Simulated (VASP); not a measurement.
# BN (BN (P6_3/mmc)) (P6_3/mmc) in VASP: further runs, part 2 of 2

VASP 6.6.1. The steps go on from the part before.

## 4. Single point, PBE

Contents of INCAR:

```
SYSTEM = BN
PREC     = Accurate       ! precision mode
ENCUT    = 600            ! plane-wave cutoff, eV
EDIFF    = 1E-6           ! SCF threshold, eV
ISMEAR   = 0              ! smearing method
SIGMA    = 0.01           ! smearing width, eV
LREAL    = .False.        ! projectors in reciprocal space
LASPH    = .True.         ! aspherical terms in the spheres
NELM     = 120            ! most SCF steps
ALGO     = Normal         ! electronic algorithm
ISIF     = 2              ! what is computed and relaxed
LWAVE    = .False.        ! write WAVECAR
LCHARG   = .False.        ! write CHGCAR
GGA      = PE             ! functional
NBANDS   = 16             ! bands
GGA_COMPAT= .False.
```

Contents of KPOINTS:

```
Automatic mesh
0
Gamma
  13 13 5
  0 0 0
```

Contents of POSCAR:

```
BN
1.0
    2.4883437615      0.0000000000      0.0000000000
   -1.2441718807      2.1549689108      0.0000000000
    0.0000000000      0.0000000000      6.4954828762
B N
2 2
Direct
    0.3333333333      0.6666666666      0.2500000000
    0.6666666666      0.3333333333      0.7499999999
    0.3333333333      0.6666666666      0.7499999999
    0.6666666666      0.3333333333      0.2500000000
```

Potentials or basis: VASP PAW PBE potentials, release 64 (B, N).

The run is started by

```bash
$ cat potpaw_PBE.64/B/POTCAR potpaw_PBE.64/N/POTCAR > POTCAR
$ mpirun -np 1 vasp_std > vasp.out
```

OUTCAR:

```text
SYSTEM = BN
   PREC = Accurate
   ENCUT = 600
   EDIFF = 1E-6
   ISMEAR = 0
   LREAL = .False.
   LASPH = .True.
   NELM = 120
   ISIF = 2
   GGA = PE

 ion  position               nearest neighbor table
   1  0.333  0.667  0.250-   4 1.44   4 1.44   4 1.44
   2  0.667  0.333  0.750-   3 1.44   3 1.44   3 1.44
   3  0.333  0.667  0.750-   2 1.44   2 1.44   2 1.44
   4  0.667  0.333  0.250-   1 1.44   1 1.44   1 1.44

  LATTYP: Found a hexagonal cell.
 ALAT       =     2.4883437615
 C/A-ratio  =     2.6103639604

  Lattice vectors:

 A1 = (   2.4883437615,   0.0000000000,   0.0000000000)
 A2 = (  -1.2441718807,   2.1549689108,   0.0000000000)
 A3 = (   0.0000000000,   0.0000000000,   6.4954828762)

Analysis of symmetry for initial positions (statically):
=====================================================================
 Subroutine PRICEL returns:
 Original cell was already a primitive cell.

 Routine SETGRP: Setting up the symmetry group for a
 hexagonal supercell.

 Subroutine GETGRP returns: Found 24 space group operations
 (whereof 12 operations were pure point group operations)
 out of a pool of 24 trial point group operations.

The static configuration has the point symmetry D_3d.
 The point group associated with its full space group is D_6h.

Analysis of symmetry for dynamics (positions and initial velocities):
=====================================================================
 Subroutine PRICEL returns:
 Original cell was already a primitive cell.

 Routine SETGRP: Setting up the symmetry group for a
 hexagonal supercell.

 Subroutine GETGRP returns: Found 24 space group operations
 (whereof 12 operations were pure point group operations)
 out of a pool of 24 trial point group operations.

The dynamic configuration has the point symmetry D_3d.
 The point group associated with its full space group is D_6h.

 Subroutine INISYM returns: Found 24 space group operations
 (whereof 12 operations are pure point group operations),
 and found     1 'primitive' translations

[... 115 lines left out ...]
   IALGO  =     38    algorithm
   IMIX   =      4    mixing-type and parameters
     AMIX     =   0.40;   BMIX     =  1.00
     AMIX_MAG =   1.60;   BMIX_MAG =  1.00
  volume/ion in A,a.u.               =       8.71        58.76
  Fermi-wavevector in a.u.,A,eV,Ry     =   1.263166  2.387038 21.709310  1.595589
  Thomas-Fermi vector in A             =   2.396537
   LORBIT       =      0    0 simple, 1 ext, 2 COOP (PROOUT), +10 PAW based schemes
   GGA     = PE    functional components
   LHFCALC =     F    Hartree Fock is set to
   AEXX    =    0.0000 exact exchange contribution
   IVDW    =     0    specifies the selected vdW correction
   LEPSILON=     F    determine dielectric tensor
   LRPA    =     F    only Hartree local field effects (RPA)
 non-spin polarized calculation
 Gauss-broadening in eV      SIGMA  =   0.01
  energy-cutoff  :      600.00
  volume of cell :       34.83
 maximum number of plane-waves:      1185
 NGX is ok and might be reduce to    20
   NGX =  9   NGY =  9   NGZ = 25

 number of electron      15.9999998 magnetization

 Free energy of the ion-electron system (eV)
  ---------------------------------------------------
  ext. energy  EPLUGINS =         0.00000000
  ---------------------------------------------------
  free energy    TOTEN  =       -35.12185206 eV

  energy without entropy =      -35.12185206  energy(sigma->0) =      -35.12185206

 E-fermi :   2.7432     XC(G=0): -10.2555

 val. band max:        2.5841313172   @ k =   0.3077   0.3077   0.0000
 cond. band min:       6.8736966166   @ k =   0.4615   0.0769   0.0000
 fundamental gap:      4.2895652995
 Fermi energy:         2.7432145251

 k-point     1 :       0.0000    0.0000    0.0000
  band No.  band energies     occupation
      1     -15.4012      2.00000
      2     -15.0559      2.00000
      3      -3.8725      2.00000
      4      -1.5235      2.00000
      5       1.2256      2.00000
      6       1.2256      2.00000
[... 433 lines left out ...]
      3      -3.0524      2.00000
      4      -1.2391      2.00000
      5      -0.5037      2.00000
      6      -0.4544      2.00000
[... 8 lines left out ...]
     15      16.1854      0.00000
     16      16.2946      0.00000

 [... further k-points ...]
[... 5 lines left out ...]
  --------------------------------------------------------------------------------------
  -------------------------------------------------------------------------------------
  Total        2.3611392      2.3611392      0.7824016      0.0000000     -0.0000000      0.0000000
  in kB      108.6098814    108.6098814     35.9896400      0.0000000     -0.0000000      0.0000000
  external PRESSURE =      84.4031342 kB  Pullay stress =       0.0000000 kB

 VOLUME and BASIS-vectors are now :
 -----------------------------------------------------------------------------
  energy-cutoff  :      600.00
  volume of cell :       34.83
      direct lattice vectors                 reciprocal lattice vectors
     2.488343761  0.000000000  0.000000000     0.401873734  0.232021909  0.000000000
    -1.244171881  2.154968911  0.000000000     0.000000000  0.464043818  0.000000000
     0.000000000  0.000000000  6.495482876     0.000000000  0.000000000  0.153953142

 POSITION                                       TOTAL-FORCE (eV/Angst)
 -----------------------------------------------------------------------------------
      0.00000      1.43665      1.62387         0.000000      0.000000      0.000000
      1.24417      0.71832      4.87161        -0.000000     -0.000000      0.000000
      0.00000      1.43665      4.87161         0.000000      0.000000      0.000000
      1.24417      0.71832      1.62387        -0.000000     -0.000000     -0.000000
 -----------------------------------------------------------------------------------
    total drift:                               -0.000000      0.000000      0.000001

  FREE ENERGIE OF THE ION-ELECTRON SYSTEM (eV)
  ---------------------------------------------------
  free  energy   TOTEN  =       -35.1218520597 eV

  energy  without entropy=      -35.1218520597  energy(sigma->0) =      -35.12185206
```

Wall time 18 s (1 thread of Intel Xeon Platinum 8559C (Emerald Rapids), shared host); peak memory 0.17 GiB.

What came out:

| Quantity | Value |
| --- | --- |
| Free energy | -35.1219 eV |
| Pressure | 8.4 GPa |
| Band gap on the k mesh | 4.29 eV, indirect (least direct gap 4.67 eV) |

Caveat: this functional lacks dispersion, which binds the layers, so the pressure and a relaxed spacing across them are unreliable. As with any semilocal functional, this PBE gap is likely too small.

## 5. Summary

```csv
cell,k mesh,cutoff (eV),smearing,gap on the mesh (eV),pressure (GPa)
"a = 2.488, b = 2.488, c = 6.495 Å, angles 90.0, 90.0, 120.0°, 4 atoms",13 × 13 × 5,520,fermi-dirac 0.01 eV,4.29,8.6
"a = 4.310, b = 4.310, c = 6.495 Å, angles 90.0, 90.0, 120.0°, 12 atoms",3 × 3 × 2,600,gaussian 0.01 eV,4.40,8.6
"a = 2.488, b = 2.488, c = 6.495 Å, angles 90.0, 90.0, 120.0°, 4 atoms",13 × 13 × 5,600,gaussian 0.01 eV,4.29,8.4
```

Alike in all rows: task single point; level PBE; potentials or basis VASP PAW PBE potentials, release 64 (B, N); no spin polarisation.

Caveats: some runs use coarse meshes; this functional lacks dispersion, which binds the layers, so the pressure and a relaxed spacing across them are unreliable.

Total energies depend on the potentials used, so only differences within one code and one set of settings carry meaning.
